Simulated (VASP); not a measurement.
Here is a VASP 6.6.1 calculation.

INCAR

```
PREC = Accurate ; ENCUT = 500
EDIFF = 1E-6 ; ISMEAR = 0
SIGMA = 0.011 ; LREAL = False
LASPH = True ; NELM = 120
ALGO = Normal ; ISIF = 2
LWAVE = False ; LCHARG = False
GGA = PE ; NBANDS = 12
GGA_COMPAT = False
```

Contents of KPOINTS:

```
Automatic mesh
0
Gamma
  11 11 11
```

Contents of POSCAR:

```
Au
1.0
    0.0000000000      2.0350000000      2.0350000000
    2.0350000000      0.0000000000      2.0350000000
    2.0350000000      2.0350000000      0.0000000000
Au
1
Direct
    0.0000000000      0.0000000000      0.0000000000
```

Potentials or basis: VASP PAW PBE potentials, release 64 (Au).

Launch:

```console
$ cat potpaw_PBE.64/Au/POTCAR > POTCAR
$ mpirun -np 1 vasp_std > vasp.out
```

(1) Estimate the pressure.

(2) Predict the band gap on the k mesh.

Answers

(1) 10.5 GPa.

(2) zero (an odd number of electrons rules out a gap without spin polarisation).

Caveat: the cell stands under pressure; spin-orbit coupling is left out, which moves the levels of the heavy elements.
